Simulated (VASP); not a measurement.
Write the native input for VASP 6.6.1 that does the following.

* Task: single point
* Functional: PBE
* Potentials or basis: VASP PAW PBE potentials, release 64 (F, I, Na_pv)
* Cutoff: 520 eV
* k mesh: 8 × 8 × 8
* Occupations: fermi-dirac, width 0.02 eV
* Spin: no spin polarisation
* Dipole correction: no
* Further INCAR settings: ALGO = Normal; EDIFF = 1e-07; NBANDS = 22

The structure of Na2IF lies in POSCAR:

```
Na2IF
1.0
    2.0230812823      1.1680265229      6.4127892864
   -2.0230812823      1.1680265229      6.4127892864
    0.0000000000     -2.3360530458      6.4127892864
F I Na
1 1 2
Direct
    1.0000000000      0.0000000000      0.0000000000
    0.5000000000      0.5000000000      0.5000000000
    0.2724326613      0.2724326613      0.2724326613
    0.7275673387      0.7275673387      0.7275673387
```

This cell differs from its parent crystal: biaxial xy strain +1.2%.

One way to write it, as run:

INCAR

```
  PREC = Accurate
  ENCUT = 520
  EDIFF = 1E-7
  ISMEAR = -1
  SIGMA = 0.02
  LREAL = F
  LASPH = T
  NELM = 80
  ALGO = Normal
  ISIF = 2
  LWAVE = F
  LCHARG = F
  GGA = PE
  NBANDS = 22
```

KPOINTS

```
regular mesh
0
Gamma
  8 8 8
```

Potentials or basis: VASP PAW PBE potentials, release 64 (F, I, Na_pv).

Run with:

```console
$ cat potpaw_PBE.64/F/POTCAR potpaw_PBE.64/I/POTCAR potpaw_PBE.64/Na_pv/POTCAR > POTCAR
$ mpirun -np 1 vasp_std > vasp.out
```

It gave:

| Quantity | Value |
| --- | --- |
| Pressure | 0.3 GPa |
| Largest force | 0.020 eV/Å |
| Band gap on the k mesh | 2.04 eV |

Caveat: the cell differs from its parent crystal (biaxial xy strain +1.2%); spin-orbit coupling is left out, which moves the levels of the heavy elements.

Wall time 12 min on 1 thread of Oxide Virtual Turin-like Processor, with other jobs on the host, peak memory 0.41 GiB.
